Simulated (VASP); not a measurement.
# Ge (P3m1) in VASP: notebook

Ge is run at these levels: r2SCAN; tasks: single point.

Everything below comes from runs of VASP 6.6.1. Logs are shortened: lines on timing, memory, paths and dates and some standing lists are left out, and cuts for length are marked.

### 1 The cell of the first run

Symmetry: P3m1, No. 156, trigonal system. The conventional cell has a = 3.996 Å, b = 3.996 Å, c = 6.603 Å, α = 90.00°, β = 90.00°, γ = 120.00°. Within 3.1 Å of Ge (site symmetry 3m) lie 4 Ge at 2.32 to 3.07 Å. Within 3.2 Å of Ge (site symmetry 3m) lie 4 Ge at 2.45 to 2.47 Å. Ge (site symmetry 3m) has 4 Ge at 2.45 to 3.07 Å within 3.2 Å. Ge (site symmetry 3m) has 4 Ge at 2.32 to 2.47 Å within 3.1 Å.

### 2 Single point, r2SCAN (atom 1 (Ge) moved -0.600 Å along Cartesian [0 0 1])

Contents of POSCAR:

```
Ge
1.0
    3.9956487021      0.0000000000      0.0000000000
   -1.9978243511      3.4603332806      0.0000000000
    0.0000000000      0.0000000000      6.6027109850
Ge
4
Direct
    0.6666666667      0.3333333333     -0.0278903305
    0.3333333333      0.6666666667      0.5629814343
    0.6666666667      0.3333333333      0.4370185657
    0.3333333333      0.6666666667      0.9370185657
```

Contents of INCAR.step1:

```
SYSTEM = Ge
  PREC = Accurate
  ENCUT = 520
  ISMEAR = 0
  SIGMA = 0.03
  LREAL = .False.
  LASPH = .True.
  NELM = 80
  NBANDS = 36
  GGA = PE
  ALGO = Normal
  EDIFF = 1E-4
  LWAVE = .True.
  LCHARG = .False.
```

Contents of INCAR.step2:

```
SYSTEM = Ge
  PREC = Accurate
  ENCUT = 520
  EDIFF = 1E-7
  ISMEAR = 0
  SIGMA = 0.03
  LREAL = .False.
  LASPH = .True.
  NELM = 80
  ALGO = Normal
  ISIF = 2
  LWAVE = .False.
  LCHARG = .False.
  METAGGA = R2SCAN
  LMIXTAU = .True.
  NBANDS = 36
  ISTART = 1
```

Contents of KPOINTS:

```
Automatic mesh
0
Gamma
  12 12 6
  0 0 0
```

Potentials or basis: VASP PAW PBE potentials, release 64 (Ge_d).

Started as:

```
$ cat potpaw_PBE.64/Ge_d/POTCAR > POTCAR
$ cp INCAR.step1 INCAR
$ mpirun -np 1 vasp_std > vasp.out
$ cp INCAR.step2 INCAR
$ mpirun -np 1 vasp_std > vasp.out
```

OUTCAR:

```text
SYSTEM = Ge
   PREC = Accurate
   ENCUT = 520
   EDIFF = 1E-7
   ISMEAR = 0
   LREAL = .False.
   LASPH = .True.
   NELM = 80
   ISIF = 2
   METAGGA = R2SCAN
   ISTART = 1

 ion  position               nearest neighbor table
   1  0.667  0.333  0.972-   4 2.32   4 2.32   4 2.32
   2  0.333  0.667  0.563-   3 2.45   3 2.45   3 2.45   4 2.47
   3  0.667  0.333  0.437-   2 2.45   2 2.45   2 2.45
   4  0.333  0.667  0.937-   1 2.32   1 2.32   1 2.32   2 2.47

  LATTYP: Found a hexagonal cell.
 ALAT       =     3.9956487021
 C/A-ratio  =     1.6524753494

  Lattice vectors:

 A1 = (   3.9956487021,   0.0000000000,   0.0000000000)
 A2 = (  -1.9978243511,   3.4603332806,   0.0000000000)
 A3 = (   0.0000000000,   0.0000000000,   6.6027109850)

Analysis of symmetry for initial positions (statically):
=====================================================================
 Subroutine PRICEL returns:
 Original cell was already a primitive cell.

 Routine SETGRP: Setting up the symmetry group for a
 hexagonal supercell.

 Subroutine GETGRP returns: Found  6 space group operations
 (whereof  6 operations were pure point group operations)
 out of a pool of 24 trial point group operations.

The static configuration has the point symmetry C_3v.

Analysis of symmetry for dynamics (positions and initial velocities):
=====================================================================
 Subroutine PRICEL returns:
 Original cell was already a primitive cell.

 Routine SETGRP: Setting up the symmetry group for a
 hexagonal supercell.

 Subroutine GETGRP returns: Found  6 space group operations
 (whereof  6 operations were pure point group operations)
 out of a pool of 24 trial point group operations.

The dynamic configuration has the point symmetry C_3v.

 Subroutine INISYM returns: Found  6 space group operations
 (whereof  6 operations are pure point group operations),
 and found     1 'primitive' translations

----------------------------------------------------------------------------------------

                                     Primitive cell

  volume of cell :      91.2909

  direct lattice vectors                    reciprocal lattice vectors
     3.995648702  0.000000000  0.000000000     0.250272252  0.144494752  0.000000000
    -1.997824351  3.460333281  0.000000000     0.000000000  0.288989504  0.000000000
     0.000000000  0.000000000  6.602710985     0.000000000  0.000000000  0.151452941

  length of vectors
     3.995648702  3.995648702  6.602710985     0.288989504  0.288989504  0.151452941

  position of ions in fractional coordinates (direct lattice)
     0.666666667  0.333333333  0.972109669
     0.333333333  0.666666667  0.562981434
     0.666666667  0.333333333  0.437018566
     0.333333333  0.666666667  0.937018566

  ion indices of the primitive-cell ions
   primitive index   ion index
                 1           1
                 2           2
                 3           3
                 4           4

----------------------------------------------------------------------------------------

 KPOINTS: Automatic mesh

Automatic generation of k-mesh.
 Grid dimensions read from file:
 generate k-points for:   12   12    6

 Generating k-lattice:

  Cartesian coordinates                     Fractional coordinates (reciprocal lattice)
     0.020856021  0.012041229  0.000000000     0.083333333  0.000000000  0.000000000
     0.000000000  0.024082459  0.000000000     0.000000000  0.083333333  0.000000000
     0.000000000  0.000000000  0.025242157     0.000000000  0.000000000  0.166666667

  Length of vectors
     0.024082459  0.024082459  0.025242157

  Shift w.r.t. Gamma in fractional coordinates (k-lattice)
     0.000000000  0.000000000  0.000000000

 Subroutine IBZKPT returns following result:
 ===========================================

 Found    100 irreducible k-points:

 Following reciprocal coordinates:
            Coordinates               Weight
  0.000000  0.000000  0.000000      1.000000
  0.083333  0.000000  0.000000      6.000000
  0.166667 -0.000000  0.000000      6.000000
  0.250000  0.000000  0.000000      6.000000
  0.333333 -0.000000  0.000000      6.000000
  0.416667 -0.000000  0.000000      6.000000
[... 16 lines left out ...]
  0.166667 -0.000000  0.166667      6.000000
  0.000000  0.166667  0.166667      6.000000
 [... further k-points ...]
   k-points           NKPTS =    100   k-points in BZ     NKDIM =    100   number of bands    NBANDS=     36
   number of dos      NEDOS =    301   number of ions     NIONS =      4
   total plane-waves  NPLWV =  45000
   dimension x,y,z NGX =    30 NGY =   30 NGZ =   50
   dimension x,y,z NGXF=    60 NGYF=   60 NGZF=  100
   ions per type =               4
   NGX,Y,Z   is equivalent  to a cutoff of  12.48, 12.48, 12.59 a.u.
   NGXF,Y,Z  is equivalent  to a cutoff of  24.96, 24.96, 25.18 a.u.
 SYSTEM =  Ge
   PREC   = accura    normal or accurate (medium, high low for compatibility)
   ISTART =      1    job   : 0-new  1-cont  2-samecut
   ICHARG =      0    charge: 1-file 2-atom 10-const
   ISPIN  =      1    spin polarized calculation?
   LNONCOLLINEAR =      F non collinear calculations
   LSORBIT =      F    spin-orbit coupling
   LASPH  =      T    aspherical Exc in radial PAW
   ENCUT  =  520.0 eV  38.22 Ry    6.18 a.u.   7.43  7.43 12.28*2*pi/ulx,y,z
   NELM   =     80;   NELMIN=  2; NELMDL=  0     # of ELM steps
   EDIFF  = 0.1E-06   stopping-criterion for ELM
   LREAL  =      F    real-space projection
   EDIFFG = 0.1E-05   stopping-criterion for IOM
   NSW    =      0    number of steps for IOM
   IBRION =     -1    ionic relax: 0-MD 1-quasi-New 2-CG
   NFREE  =      0    steps in history (QN), initial steepest desc. (CG)
   ISIF   =      2    stress and relaxation
   ISYM   =      2    0-nonsym 1-usesym 2-fastsym
   POTIM  = 0.5000    time-step for ionic-motion
   TEBEG  =    0.0;   TEEND  =   0.0 temperature during run
   PSTRESS=    0.0 pullay stress
   NELECT =      56.0000    total number of electrons
   NUPDOWN=      -1.0000    fix difference up-down
   EMIN   =  10.00;   EMAX   =-10.00  energy-range for DOS
   EFERMI =   0.00;   METHOD = LEGACY
   ISMEAR =     0;   SIGMA  =   0.03  broadening in eV -4-tet -1-fermi 0-gaus
   EFERMI_NEDOS =   21; number of points for ismear=-14 and -15
   IALGO  =     38    algorithm
   IMIX   =      4    mixing-type and parameters
     AMIX     =   0.40;   BMIX     =  1.00
     AMIX_MAG =   1.60;   BMIX_MAG =  1.00
  volume/ion in A,a.u.               =      22.82       154.02
  Fermi-wavevector in a.u.,A,eV,Ry     =   1.391004  2.628616 26.325800  1.934892
  Thomas-Fermi vector in A             =   2.514885
   LORBIT       =      0    0 simple, 1 ext, 2 COOP (PROOUT), +10 PAW based schemes
   METAGGA = R2SCAN    functional components
   LHFCALC =     F    Hartree Fock is set to
   AEXX    =    0.0000 exact exchange contribution
   IVDW    =     0    specifies the selected vdW correction
   LEPSILON=     F    determine dielectric tensor
   LRPA    =     F    only Hartree local field effects (RPA)
 non-spin polarized calculation
 Gauss-broadening in eV      SIGMA  =   0.03
  energy-cutoff  :      520.00
  volume of cell :       91.29
 maximum number of plane-waves:      2491
 NGX is ok and might be reduce to    30
   NGX = 15   NGY = 15   NGZ = 25

 number of electron      56.0000053 magnetization

 Free energy of the ion-electron system (eV)
  ---------------------------------------------------
  ext. energy  EPLUGINS =         0.00000000
  ---------------------------------------------------
  free energy    TOTEN  =       -54.10616389 eV

  energy without entropy =      -54.10606306  energy(sigma->0) =      -54.10611347

 E-fermi :   4.7239     XC(G=0): -10.7719

 val. band max:        4.6900285531   @ k =   0.0833   0.0000   0.5000
 cond. band min:       4.7267493218   @ k =   0.5000   0.0000   0.0000
 fundamental gap:      0.0367207687
 Fermi energy:         4.7238814398

 k-point     1 :       0.0000    0.0000    0.0000
  band No.  band energies     occupation
      1     -21.4049      2.00000
      2     -21.3790      2.00000
      3     -21.3790      2.00000
      4     -21.3243      2.00000
      5     -21.3242      2.00000
      6     -21.1550      2.00000
[... 28 lines left out ...]
     35       9.3175      0.00000
     36      11.1520      0.00000

 k-point     2 :       0.0833    0.0000    0.0000
  band No.  band energies     occupation
      1     -21.4074      2.00000
      2     -21.3935      2.00000
      3     -21.3902      2.00000
      4     -21.3202      2.00000
      5     -21.3174      2.00000
      6     -21.1521      2.00000
[... 28 lines left out ...]
     35       9.6067      0.00000
     36      11.2003      0.00000

 k-point     3 :       0.1667   -0.0000    0.0000
  band No.  band energies     occupation
      1     -21.4273      2.00000
      2     -21.4227      2.00000
      3     -21.3988      2.00000
      4     -21.3172      2.00000
      5     -21.3041      2.00000
      6     -21.1561      2.00000
[... 28 lines left out ...]
     35      10.3031      0.00000
     36      10.9013      0.00000

 k-point     4 :       0.2500    0.0000    0.0000
  band No.  band energies     occupation
      1     -21.4571      2.00000
      2     -21.4526      2.00000
      3     -21.3988      2.00000
      4     -21.3189      2.00000
      5     -21.2888      2.00000
      6     -21.1687      2.00000
[... 28 lines left out ...]
     35      11.0938      0.00000
     36      11.4094      0.00000

 k-point     5 :       0.3333   -0.0000    0.0000
  band No.  band energies     occupation
      1     -21.4828      2.00000
      2     -21.4769      2.00000
      3     -21.3975      2.00000
      4     -21.3225      2.00000
      5     -21.2731      2.00000
      6     -21.1834      2.00000
[... 655 lines left out ...]
 k-point    22 :       0.0000    0.0833    0.1667
  band No.  band energies     occupation
      1     -21.4073      2.00000
      2     -21.3935      2.00000
      3     -21.3902      2.00000
      4     -21.3202      2.00000
      5     -21.3174      2.00000
      6     -21.1521      2.00000
[... 28 lines left out ...]
     35       9.4730      0.00000
     36      11.6958      0.00000

 k-point    23 :       0.1667   -0.0000    0.1667
  band No.  band energies     occupation
      1     -21.4273      2.00000
      2     -21.4227      2.00000
      3     -21.3987      2.00000
      4     -21.3172      2.00000
      5     -21.3041      2.00000
      6     -21.1561      2.00000
[... 28 lines left out ...]
     35      10.2908      0.00000
     36      11.4801      0.00000

 k-point    24 :       0.0000    0.1667    0.1667
  band No.  band energies     occupation
      1     -21.4273      2.00000
      2     -21.4227      2.00000
      3     -21.3987      2.00000
      4     -21.3172      2.00000
      5     -21.3041      2.00000
      6     -21.1561      2.00000
[... 28 lines left out ...]
     35      10.1660      0.00000
     36      11.3037      0.00000

 [... further k-points ...]
[... 5 lines left out ...]
  --------------------------------------------------------------------------------------
  -------------------------------------------------------------------------------------
  Total        3.5428815      3.5428815     -0.4493732     -0.0000000      0.0000000     -0.0000000
  in kB       62.1784215     62.1784215     -7.8866070     -0.0000000      0.0000000     -0.0000000
  external PRESSURE =      38.8234120 kB  Pullay stress =       0.0000000 kB

 VOLUME and BASIS-vectors are now :
 -----------------------------------------------------------------------------
  energy-cutoff  :      520.00
  volume of cell :       91.29
      direct lattice vectors                 reciprocal lattice vectors
     3.995648702  0.000000000  0.000000000     0.250272252  0.144494752  0.000000000
    -1.997824351  3.460333281  0.000000000     0.000000000  0.288989504  0.000000000
     0.000000000  0.000000000  6.602710985     0.000000000  0.000000000  0.151452941

 POSITION                                       TOTAL-FORCE (eV/Angst)
 -----------------------------------------------------------------------------------
      1.99782      1.15344      6.41856        -0.000000      0.000000      2.847177
     -0.00000      2.30689      3.71720        -0.000000     -0.000000     -0.863444
      1.99782      1.15344      2.88551         0.000000     -0.000000     -1.179139
     -0.00000      2.30689      6.18686         0.000000     -0.000000     -0.804594
 -----------------------------------------------------------------------------------
    total drift:                                0.000001     -0.000001      0.004896

  FREE ENERGIE OF THE ION-ELECTRON SYSTEM (eV)
  ---------------------------------------------------
  free  energy   TOTEN  =       -54.1061638854 eV

  energy  without entropy=      -54.1060630587  energy(sigma->0) =      -54.10611347
```

Run time: 17 min. Hardware: 1 thread of Intel Xeon Platinum 8375C at 2.90GHz (Ice Lake), shared host; peak memory 0.37 GiB.

Results:

| Property | Result |
| --- | --- |
| Free energy | -54.1062 eV |
| Pressure | 3.9 GPa |
| Largest force | 2.847 eV/Å |
| Band gap on the k mesh | zero (bands 28 and 29 overlap by 0.78 eV) |

Forces in eV/Å, atoms in the order of the input:
```
Ge   0.000  0.000  2.847
Ge   0.000  0.000 -0.863
Ge   0.000  0.000 -1.179
Ge   0.000  0.000 -0.805
```

Stress tensor (GPa, compression positive):
```
 6.22  0.00  0.00
 0.00  6.22  0.00
 0.00  0.00 -0.79
```

Caveat: the cell differs from its parent crystal (atom 1 (Ge) moved -0.600 Å along Cartesian [0 0 1]); the stress differs along the axes, from -1 to 6 GPa; semilocal functionals underestimate gaps, and a narrow one can read as zero; the PAW data sets were made with another functional, which shifts forces and pressure a little.

### 3 Single point, r2SCAN (atom 1 (Ge) moved +0.450 Å along Cartesian [0 0 1])

Edit POSCAR of step 2 so:

```diff
@@ -8,3 +8,3 @@
 Direct
-    0.6666666667      0.3333333333     -0.0278903305
+    0.6666666667      0.3333333333      0.1311352579
     0.3333333333      0.6666666667      0.5629814343
```

Contents of INCAR.step1:

```
PREC = Accurate
ENCUT = 520
ISMEAR = 0
SIGMA = 0.03
LREAL = False
LASPH = True
NELM = 100
NBANDS = 36
GGA = PE
ALGO = Normal
EDIFF = 1E-4
LWAVE = True
LCHARG = False
```

Contents of INCAR.step2:

```
PREC = Accurate
ENCUT = 520
EDIFF = 1E-6
ISMEAR = 0
SIGMA = 0.03
LREAL = False
LASPH = True
NELM = 100
ALGO = Normal
ISIF = 2
LWAVE = False
LCHARG = False
METAGGA = R2SCAN
LMIXTAU = True
NBANDS = 36
ISTART = 1
```

Contents of KPOINTS:

```
Automatic mesh
0
Gamma
  12 12 6
```

Potentials or basis: VASP PAW PBE potentials, release 64 (Ge_d).

Started as:

```
$ cat potpaw_PBE.64/Ge_d/POTCAR > POTCAR
$ cp INCAR.step1 INCAR
$ mpirun -np 1 vasp_std > vasp.out
$ cp INCAR.step2 INCAR
$ mpirun -np 1 vasp_std > vasp.out
```

Wall time 16 min (1 thread of Intel Xeon Platinum 8375C at 2.90GHz (Ice Lake), shared host); peak memory 0.36 GiB.

It converged, with:

```yaml
Free_energy: -53.5366 eV
Pressure: 5.9 GPa
Largest_force: 10.129 eV/Å
Band_gap_on_the_k_mesh: zero (bands 28 and 29 overlap by 0.90 eV)
```

Forces in eV/Å, atoms in the order of the input:
```
Ge    0.000   0.000 -10.129
Ge    0.000   0.000   0.637
Ge    0.000   0.000   7.282
Ge    0.000   0.000   2.211
```

Stress tensor (GPa, compression positive):
```
-2.33  0.00  0.00
 0.00 -2.33  0.00
 0.00  0.00 22.36
```

Levels at points of the mesh, in eV from the Fermi level:
```tsv
k point	band 26	band 27	band 28	band 29	band 30	band 31
(0.00, 0.00, 0.00)	-1.51	-0.06	0.52	0.81	0.81	1.69
(0.50, 0.00, 0.00)	-3.69	-3.64	-0.80	0.58	1.96	2.63
(0.00, 0.00, 0.50)	-1.81	-0.17	-0.17	0.46	2.24	2.96
(0.50, 0.00, 0.50)	-3.36	-2.72	-1.66	-0.26	0.56	1.91
```

Caveat: the cell differs from its parent crystal (atom 1 (Ge) moved +0.450 Å along Cartesian [0 0 1]); the stress differs along the axes, from -2 to 22 GPa; the PAW data sets were made with another functional, which shifts forces and pressure a little.

### 4 Single point, r2SCAN (atom 1 (Ge) moved -0.300 Å along Cartesian [0 0 1])

Edit POSCAR of step 3 so:

```diff
@@ -8,3 +8,3 @@
 Direct
-    0.6666666667      0.3333333333      0.1311352579
+    0.6666666667      0.3333333333      0.0175455519
     0.3333333333      0.6666666667      0.5629814343
```

Contents of INCAR.step1:

```
SYSTEM = Ge
PREC = Accurate ; ENCUT = 520
ISMEAR = 0 ; SIGMA = 0.03
LREAL = .FALSE. ; LASPH = .TRUE.
NELM = 80 ; NBANDS = 36
GGA = PE ; ALGO = Normal
EDIFF = 1E-4 ; LWAVE = .TRUE.
LCHARG = .FALSE.
```

Contents of INCAR.step2:

```
SYSTEM = Ge
PREC = Accurate ; ENCUT = 520
EDIFF = 1E-7 ; ISMEAR = 0
SIGMA = 0.03 ; LREAL = .FALSE.
LASPH = .TRUE. ; NELM = 80
ALGO = Normal ; ISIF = 2
LWAVE = .FALSE. ; LCHARG = .FALSE.
METAGGA = R2SCAN ; LMIXTAU = .TRUE.
NBANDS = 36 ; ISTART = 1
```

Contents of KPOINTS:

```
regular mesh
0
G
  12 12 6
  0 0 0
```

Started as:

```
$ cat potpaw_PBE.64/Ge_d/POTCAR > POTCAR
$ cp INCAR.step1 INCAR
$ mpirun -np 1 vasp_std > vasp.out
$ cp INCAR.step2 INCAR
$ mpirun -np 1 vasp_std > vasp.out
```

Wall time 17 min (1 thread of Intel Xeon Platinum 8488C (Sapphire Rapids), shared host); peak memory 0.37 GiB.

Results (log left out):

* Free energy: -54.9710 eV
* Pressure: 1.4 GPa
* Largest force: 2.577 eV/Å
* Band gap on the k mesh: zero (bands 28 and 29 overlap by 0.44 eV)

Forces on the atoms (eV/Å):
```
Ge   0.000  0.000  2.577
Ge   0.000  0.000 -0.418
Ge   0.000  0.000 -1.062
Ge   0.000  0.000 -1.097
```

Stress tensor (GPa, compression positive):
```
 3.05  0.00  0.00
 0.00  3.05  0.00
 0.00  0.00 -1.93
```

Levels at points of the mesh, in eV from the Fermi level:
```tsv
k point	band 25	band 26	band 27	band 28	band 29	band 30	band 31	band 32
(0.00, 0.00, 0.00)	-2.10	-0.72	-0.31	-0.31	0.22	0.53	2.28	2.34
(0.50, 0.00, 0.00)	-4.60	-3.77	-2.66	-1.95	0.20	1.69	3.82	4.23
(0.00, 0.00, 0.50)	-1.86	-1.86	-0.79	-0.79	-0.32	0.95	2.99	2.99
(0.50, 0.00, 0.50)	-3.52	-2.85	-2.43	-2.13	0.32	0.78	1.45	2.33
```

Caveat: the cell differs from its parent crystal (atom 1 (Ge) moved -0.300 Å along Cartesian [0 0 1]); semilocal functionals underestimate gaps, and a narrow one can read as zero; the PAW data sets were made with another functional, which shifts forces and pressure a little.

### 5 Overview

| cell | gap on the mesh (eV) | pressure (GPa) | largest force (eV/Å) |
| --- | --- | --- | --- |
| as given, atomic positions A | none | 3.9 | 2.85 |
| as given, atomic positions B | none | 5.9 | 10.13 |
| as given, atomic positions C | none | 1.4 | 2.58 |

Alike in all rows: task single point; level r2SCAN; potentials or basis VASP PAW PBE potentials, release 64 (Ge_d); no spin polarisation; k mesh 12 × 12 × 6; cutoff (eV) 520; smearing gaussian 0.03 eV.

Caveats: the PAW data sets were made with another functional, which shifts forces and pressure a little; semilocal functionals underestimate gaps, and a narrow one can read as zero (at least some runs); the stress differs along the axes, from -1 to 6 GPa (at least some runs); the stress differs along the axes, from -2 to 22 GPa (at least some runs).

Absolute energies hang on the potentials; compare differences alone.

The gap in the log of VASP goes by the Fermi energy; the results here count the filled bands.